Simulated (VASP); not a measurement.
# Mg (P6_3/mmc) in VASP: relaxation of cell and atoms with LDA

Aim: the relaxation of cell and atoms of Mg with LDA.

Program: VASP 6.6.1. These are calculated values, not measurements. Logs are shortened: lines on timing, memory, paths and dates and some standing lists are left out, and cuts for length are marked.

## (1) The cell of the first run

It takes space group P6_3/mmc (No. 194, hexagonal). The conventional cell has a = 3.209 Å, b = 3.209 Å, c = 5.210 Å, α = 90.00°, β = 90.00°, γ = 120.00°. Mg (site symmetry -6m2) has 12 Mg at 3.20 to 3.21 Å within 4.2 Å.

## (2) Relaxation of cell and atoms, LDA

Input file INCAR:

```
SYSTEM = Mg
PREC = Accurate ; ENCUT = 750
EDIFF = 1E-7 ; ISMEAR = 0
SIGMA = 0.1 ; LREAL = .FALSE.
LASPH = .TRUE. ; NELM = 120
ALGO = Normal ; ISIF = 3
LWAVE = .FALSE. ; LCHARG = .FALSE.
GGA = CA ; IBRION = 2
NSW = 100 ; EDIFFG = -0.005
GGA_COMPAT = .FALSE. ; NELMIN = 4
```

Input file KPOINTS:

```
Automatic mesh
0
G
  15 15 8
  0 0 0
```

Input file POSCAR:

```
Mg
1.0
    3.2093000000      0.0000000000      0.0000000000
   -1.6046500000      2.7793353284      0.0000000000
    0.0000000000      0.0000000000      5.2103000000
Mg
2
Direct
    0.3333333333      0.6666666667      0.2500000000
    0.6666666667      0.3333333333      0.7500000000
```

Potentials or basis: VASP PAW LDA potentials, release 64 (Mg_sv).

Command:

```
cat potpaw_LDA.64/Mg_sv/POTCAR > POTCAR
mpirun -np 1 vasp_std > vasp.out
```

OUTCAR:

```text
SYSTEM = Mg
   PREC = Accurate
   ENCUT = 750
   EDIFF = 1E-7
   ISMEAR = 0
   LREAL = .FALSE.
   LASPH = .TRUE.
   NELM = 120
   ISIF = 3
   GGA = CA
   IBRION = 2
   NSW = 100
   EDIFFG = -0.005
   NELMIN = 4

 ion  position               nearest neighbor table
   1  0.333  0.667  0.250-
   2  0.667  0.333  0.750-

  LATTYP: Found a hexagonal cell.
 ALAT       =     3.2093000000
 C/A-ratio  =     1.6235004518

  Lattice vectors:

 A1 = (   3.2093000000,   0.0000000000,   0.0000000000)
 A2 = (  -1.6046500000,   2.7793353284,   0.0000000000)
 A3 = (   0.0000000000,   0.0000000000,   5.2103000000)

Analysis of symmetry for initial positions (statically):
=====================================================================
 Subroutine PRICEL returns:
 Original cell was already a primitive cell.

 Routine SETGRP: Setting up the symmetry group for a
 hexagonal supercell.

 Subroutine GETGRP returns: Found 24 space group operations
 (whereof 12 operations were pure point group operations)
 out of a pool of 24 trial point group operations.

The static configuration has the point symmetry D_3d.
 The point group associated with its full space group is D_6h.

Analysis of symmetry for dynamics (positions and initial velocities):
=====================================================================
 Subroutine PRICEL returns:
 Original cell was already a primitive cell.

 Routine SETGRP: Setting up the symmetry group for a
 hexagonal supercell.

 Subroutine GETGRP returns: Found 24 space group operations
 (whereof 12 operations were pure point group operations)
 out of a pool of 24 trial point group operations.

The dynamic configuration has the point symmetry D_3d.
 The point group associated with its full space group is D_6h.

 Subroutine INISYM returns: Found 24 space group operations
 (whereof 12 operations are pure point group operations),
 and found     1 'primitive' translations

----------------------------------------------------------------------------------------

                                     Primitive cell

  volume of cell :      46.4744

  direct lattice vectors                    reciprocal lattice vectors
     3.209300000  0.000000000  0.000000000     0.311594429  0.179899127  0.000000000
    -1.604650000  2.779335328  0.000000000     0.000000000  0.359798255  0.000000000
     0.000000000  0.000000000  5.210300000     0.000000000  0.000000000  0.191927528

  length of vectors
     3.209300000  3.209300000  5.210300000     0.359798255  0.359798255  0.191927528

  position of ions in fractional coordinates (direct lattice)
     0.333333333  0.666666667  0.250000000
     0.666666667  0.333333333  0.750000000

  ion indices of the primitive-cell ions
   primitive index   ion index
                 1           1
                 2           2

----------------------------------------------------------------------------------------

 KPOINTS: Automatic mesh

Automatic generation of k-mesh.
 Grid dimensions read from file:
 generate k-points for:   15   15    8

 Generating k-lattice:

  Cartesian coordinates                     Fractional coordinates (reciprocal lattice)
     0.020772962  0.011993275  0.000000000     0.066666667 -0.000000000  0.000000000
     0.000000000  0.023986550  0.000000000     0.000000000  0.066666667  0.000000000
     0.000000000  0.000000000  0.023990941     0.000000000  0.000000000  0.125000000

  Length of vectors
     0.023986550  0.023986550  0.023990941

  Shift w.r.t. Gamma in fractional coordinates (k-lattice)
     0.000000000  0.000000000  0.000000000

 Subroutine IBZKPT returns following result:
 ===========================================

 Found    135 irreducible k-points:

 Following reciprocal coordinates:
            Coordinates               Weight
  0.000000  0.000000  0.000000      1.000000
  0.066667  0.000000  0.000000      6.000000
  0.133333  0.000000  0.000000      6.000000
  0.200000  0.000000  0.000000      6.000000
  0.266667  0.000000  0.000000      6.000000
  0.333333  0.000000  0.000000      6.000000
[... 16 lines left out ...]
  0.333333  0.200000  0.000000     12.000000
  0.400000  0.200000  0.000000      6.000000
 [... further k-points ...]
   k-points           NKPTS =    135   k-points in BZ     NKDIM =    135   number of bands    NBANDS=     14
   number of dos      NEDOS =    301   number of ions     NIONS =      2
   total plane-waves  NPLWV =  43200
   dimension x,y,z NGX =    30 NGY =   30 NGZ =   48
   dimension x,y,z NGXF=    60 NGYF=   60 NGZF=   96
   ions per type =               2
   NGX,Y,Z   is equivalent  to a cutoff of  15.54, 15.54, 15.32 a.u.
   NGXF,Y,Z  is equivalent  to a cutoff of  31.08, 31.08, 30.63 a.u.
 SYSTEM =  Mg
   PREC   = accura    normal or accurate (medium, high low for compatibility)
   ISTART =      0    job   : 0-new  1-cont  2-samecut
   ICHARG =      2    charge: 1-file 2-atom 10-const
   ISPIN  =      1    spin polarized calculation?
   LNONCOLLINEAR =      F non collinear calculations
   LSORBIT =      F    spin-orbit coupling
   LASPH  =      T    aspherical Exc in radial PAW
   ENCUT  =  750.0 eV  55.12 Ry    7.42 a.u.   7.17  7.17 11.63*2*pi/ulx,y,z
   NELM   =    120;   NELMIN=  4; NELMDL= -5     # of ELM steps
   EDIFF  = 0.1E-06   stopping-criterion for ELM
   LREAL  =      F    real-space projection
   EDIFFG = -.5E-02   stopping-criterion for IOM
   NSW    =    100    number of steps for IOM
   IBRION =      2    ionic relax: 0-MD 1-quasi-New 2-CG
   NFREE  =      1    steps in history (QN), initial steepest desc. (CG)
   ISIF   =      3    stress and relaxation
   ISYM   =      2    0-nonsym 1-usesym 2-fastsym
   POTIM  = 0.5000    time-step for ionic-motion
   TEBEG  =    0.0;   TEEND  =   0.0 temperature during run
   PSTRESS=    0.0 pullay stress
   NELECT =      20.0000    total number of electrons
   NUPDOWN=      -1.0000    fix difference up-down
   EMIN   =  10.00;   EMAX   =-10.00  energy-range for DOS
   EFERMI =   0.00;   METHOD = LEGACY
   ISMEAR =     0;   SIGMA  =   0.10  broadening in eV -4-tet -1-fermi 0-gaus
   EFERMI_NEDOS =   21; number of points for ismear=-14 and -15
   IALGO  =     38    algorithm
   IMIX   =      4    mixing-type and parameters
     AMIX     =   0.40;   BMIX     =  1.00
     AMIX_MAG =   1.60;   BMIX_MAG =  1.00
  volume/ion in A,a.u.               =      23.24       156.81
  Fermi-wavevector in a.u.,A,eV,Ry     =   1.235986  2.335675 20.785090  1.527661
  Thomas-Fermi vector in A             =   2.370613
   LORBIT       =      0    0 simple, 1 ext, 2 COOP (PROOUT), +10 PAW based schemes
   GGA     = CA    functional components
   LHFCALC =     F    Hartree Fock is set to
   AEXX    =    0.0000 exact exchange contribution
   IVDW    =     0    specifies the selected vdW correction
   LEPSILON=     F    determine dielectric tensor
   LRPA    =     F    only Hartree local field effects (RPA)
 conjugate gradient relaxation of ions
 non-spin polarized calculation
 Gauss-broadening in eV      SIGMA  =   0.10
  energy-cutoff  :      750.00
  volume of cell :       46.47
 maximum number of plane-waves:      2202
 NGX is ok and might be reduce to    30
   NGX = 15   NGY = 15   NGZ = 23

--------------------------------------- Ionic step        1  -------------------------------------------

 number of electron      19.9999982 magnetization

 Free energy of the ion-electron system (eV)
  ---------------------------------------------------
  ext. energy  EPLUGINS =         0.00000000
  ---------------------------------------------------
  free energy    TOTEN  =        -3.51971937 eV

  energy without entropy =       -3.51450618  energy(sigma->0) =       -3.51711278

------------------------ aborting loop because EDIFF is reached ----------------------------------------

  FORCE on cell =-STRESS in cart. coord.  units (eV):
  Direction    XX          YY          ZZ          XY          YZ          ZX
  --------------------------------------------------------------------------------------
  -------------------------------------------------------------------------------------
  Total       -0.8429921     -0.8429921     -1.0480631      0.0000000      0.0000000      0.0000000
  in kB      -29.0616397    -29.0616397    -36.1313344      0.0000000      0.0000000      0.0000000
  external PRESSURE =     -31.4182046 kB  Pullay stress =       0.0000000 kB
[... 165 lines left out ...]
  energy  without entropy=       -3.5550658420  energy(sigma->0) =       -3.55739440

--------------------------------------- Ionic step        6  -------------------------------------------

 number of electron      20.0000017 magnetization

 Free energy of the ion-electron system (eV)
  ---------------------------------------------------
  ext. energy  EPLUGINS =         0.00000000
  ---------------------------------------------------
  free energy    TOTEN  =        -3.55973079 eV

  energy without entropy =       -3.55508982  energy(sigma->0) =       -3.55741030

 E-fermi :   2.5882     XC(G=0):  -9.2112

 val. band max:        2.5640027105   @ k =   0.3333   0.1333   0.1250
 cond. band min:       2.5972457270   @ k =   0.2667   0.2667   0.2500
 fundamental gap:      0.0332430165
 Fermi energy:         2.5882326598

 k-point     1 :       0.0000    0.0000    0.0000
  band No.  band energies     occupation
      1     -72.5177      2.00000
      2     -72.5130      2.00000
      3     -40.0335      2.00000
      4     -39.9939      2.00000
      5     -39.9939      2.00000
      6     -39.9871      2.00000
      7     -39.9867      2.00000
      8     -39.9867      2.00000
      9      -4.6388      2.00000
     10       0.9012      2.00000
     11       1.4463      2.00000
     12      13.7575      0.00000
     13      13.7575      0.00000
     14      13.9208      0.00000
[... 375 lines left out ...]
 k-point    24 :       0.4000    0.2000    0.0000
  band No.  band energies     occupation
      1     -72.5129      2.00000
      2     -72.5119      2.00000
      3     -40.0217      2.00000
      4     -40.0147      2.00000
      5     -40.0107      2.00000
      6     -40.0090      2.00000
      7     -40.0013      2.00000
      8     -39.9994      2.00000
      9       0.8872      2.00000
     10       0.9195      2.00000
     11       4.5106      0.00000
     12       5.9110      0.00000
     13       6.2749      0.00000
     14       6.6221      0.00000

 [... further k-points ...]

------------------------ aborting loop because EDIFF is reached ----------------------------------------

  FORCE on cell =-STRESS in cart. coord.  units (eV):
  Direction    XX          YY          ZZ          XY          YZ          ZX
  --------------------------------------------------------------------------------------
  -------------------------------------------------------------------------------------
  Total       -0.0009508     -0.0009508      0.0006395      0.0000000      0.0000000      0.0000000
  in kB       -0.0356599     -0.0356599      0.0239838      0.0000000      0.0000000      0.0000000
  external PRESSURE =      -0.0157787 kB  Pullay stress =       0.0000000 kB
[... 17 lines left out ...]
  FREE ENERGIE OF THE ION-ELECTRON SYSTEM (eV)
  ---------------------------------------------------
  free  energy   TOTEN  =        -3.5597307893 eV

  energy  without entropy=       -3.5550898195  energy(sigma->0) =       -3.55741030

 reached required accuracy - stopping structural energy minimisation
```

Wall time 3 min (1 thread of Intel Xeon 6975P-C (Granite Rapids), shared host); peak memory 0.26 GiB.

What came out:

| Property | Result |
| --- | --- |
| Free energy | -3.5597 eV |
| Relaxed volume | 21.36 Å³/atom |
| Relaxed cell | a = 3.134 Å, b = 3.134 Å, c = 5.022 Å, α = 90.00°, β = 90.00°, γ = 120.00° |
| Space group after relaxing (to 0.1 Å) | P6_3/mmc (No. 194) |
| Energy gained by relaxing | 20.0 meV/atom |
| Ionic steps | 6 |
| Pressure after relaxing | 0.0 GPa |
| Band gap on the k mesh | zero (bands 10 and 11 overlap by 2.06 eV) |

The path:
| step | energy change (eV) | largest force (eV/Å) | pressure (GPa) | volume (Å³) |
| --- | --- | --- | --- | --- |
| 1 | 0.0000 | 0.0000 | -3.14 | 46.47 |
| 2 | -0.0379 | 0.0000 | -0.74 | 43.48 |
| 3 | -0.0398 | 0.0000 | 0.02 | 42.70 |
| 4 | -0.0399 | 0.0000 | 0.05 | 42.71 |
| 5 | -0.0400 | 0.0000 | 0.06 | 42.72 |
| 6 | -0.0400 | 0.0000 | 0.00 | 42.72 |

Final structure:
```cif
data_structure
_symmetry_space_group_name_H-M 'P 1'
_symmetry_Int_Tables_number 1
_cell_length_a 3.1341
_cell_length_b 3.1341
_cell_length_c 5.0217
_cell_angle_alpha 90.000
_cell_angle_beta 90.000
_cell_angle_gamma 120.000
_cell_volume 42.72
loop_
_atom_site_label
_atom_site_type_symbol
_atom_site_fract_x
_atom_site_fract_y
_atom_site_fract_z
_atom_site_occupancy
Mg1 Mg 0.33333 0.66667 0.25000 1
Mg2 Mg 0.66667 0.33333 0.75000 1
```

LDA usually gives volumes a few per cent too small. Zero-point motion and thermal expansion aren't in these numbers.
